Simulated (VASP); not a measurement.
Set up this calculation in VASP 6.6.1, as the native input.

| Property | Result |
| --- | --- |
| Task | single point |
| Functional | r2SCAN |
| Potentials or basis | VASP PAW PBE potentials, release 64 (B, N) |
| Cutoff | 660 eV |
| k mesh | 8 × 8 × 8, shifted |
| Occupations | gaussian, width 0.01 eV |
| Spin | no spin polarisation |
| Dipole correction | no |
| Further INCAR settings | ALGO = Normal; EDIFF = 1e-06; NBANDS = 11; ISYM = 0 |

The system is BN (Qingsongite).

```
CELL_PARAMETERS angstrom
0.00000 1.80482 1.80482
1.80482 0.00000 1.80482
1.80482 1.80482 0.00000
ATOMIC_POSITIONS crystal
B 0.00000 0.00000 0.00000
N 0.25000 0.25000 0.25000
```

The input as run:

POSCAR

```
BN
1.0
    0.0000000000      1.8048245542      1.8048245542
    1.8048245542      0.0000000000      1.8048245542
    1.8048245542      1.8048245542      0.0000000000
B N
1 1
Direct
    0.0000000000      0.0000000000      0.0000000000
    0.2500000000      0.2500000000      0.2500000000
```

INCAR.step1

```
SYSTEM = BN
  PREC = Accurate
  ENCUT = 660
  ISMEAR = 0
  SIGMA = 0.01
  LREAL = .FALSE.
  LASPH = .TRUE.
  NELM = 120
  ISYM = 0
  NBANDS = 11
  GGA = PE
  ALGO = Normal
  EDIFF = 1E-5
  LWAVE = .TRUE.
  LCHARG = .FALSE.
  GGA_COMPAT = .FALSE.
```

INCAR.step2

```
SYSTEM = BN
  PREC = Accurate
  ENCUT = 660
  EDIFF = 1E-6
  ISMEAR = 0
  SIGMA = 0.01
  LREAL = .FALSE.
  LASPH = .TRUE.
  NELM = 120
  ALGO = Normal
  ISIF = 2
  LWAVE = .FALSE.
  LCHARG = .TRUE.
  METAGGA = R2SCAN
  LMIXTAU = .TRUE.
  LELF = .TRUE.
  LVHAR = .TRUE.
  ISYM = 0
  NBANDS = 11
  ISTART = 1
  GGA_COMPAT = .FALSE.
```

KPOINTS

```
Automatic mesh
0
Gamma
  8 8 8
  0 0 0.5
```

Potentials or basis: VASP PAW PBE potentials, release 64 (B, N).

Launch:

```bash
$ cat potpaw_PBE.64/B/POTCAR potpaw_PBE.64/N/POTCAR > POTCAR
$ cp INCAR.step1 INCAR
$ mpirun -np 1 vasp_std > vasp.out
$ cp INCAR.step2 INCAR
$ mpirun -np 1 vasp_std > vasp.out
```

Results of the run:

```json
{"Pressure": "1.2 GPa", "Band gap on the k mesh": "5.43 eV, indirect (least direct gap 9.73 eV)"}
```

Caveat: the PAW data sets were made with another functional, which shifts forces and pressure a little.

It took 5 min on 1 thread of Intel Xeon 6975P-C, on a shared host, peak memory 0.29 GiB.
